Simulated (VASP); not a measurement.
Input of a VASP 6.6.1 run:

The input INCAR:

```
PREC = Accurate
ENCUT = 520
EDIFF = 1E-6
ISMEAR = 0
SIGMA = 0.1
LREAL = False
LASPH = True
NELM = 60
ALGO = Normal
ISIF = 2
LWAVE = False
LCHARG = False
GGA = PE
NBANDS = 25
```

File KPOINTS:

```
Automatic mesh
0
Gamma
  6 6 4
```

Contents of POSCAR:

```
NaGaF2
1.0
    3.3207317600      0.0000000000      0.0000000000
   -1.6603658800      2.8758380600      0.0000000000
    0.0000000000      0.0000000000      5.3337157900
Na Ga F
1 1 2
Direct
    0.0000000000      0.0000000000      0.0000000000
    0.0000000000      0.0000000000      0.5000000000
    0.3333333300      0.6666666700      0.6558220300
    0.6666666700      0.3333333300      0.3441779700
```

Potentials or basis: VASP PAW PBE potentials, release 64 (Na_pv, Ga_d, F).

Launch:

```bash
$ cat potpaw_PBE.64/Na_pv/POTCAR potpaw_PBE.64/Ga_d/POTCAR potpaw_PBE.64/F/POTCAR > POTCAR
$ mpirun -np 1 vasp_std > vasp.out
```

(1) What does it give for the largest force?

(2) Predict the pressure.

(3) What does it give for the band gap on the k mesh?

## Answers

(1) 2.736 eV/Å.

(2) 33.5 GPa.

(3) zero (band 17 reaches 6.23 eV, above the bottom of band 18 at 4.55 eV).

Caveat: the k points lie up to 0.36 Å⁻¹ apart; forces of over 1 eV/Å act on the atoms, so gaps and moduli don't describe the material at rest.
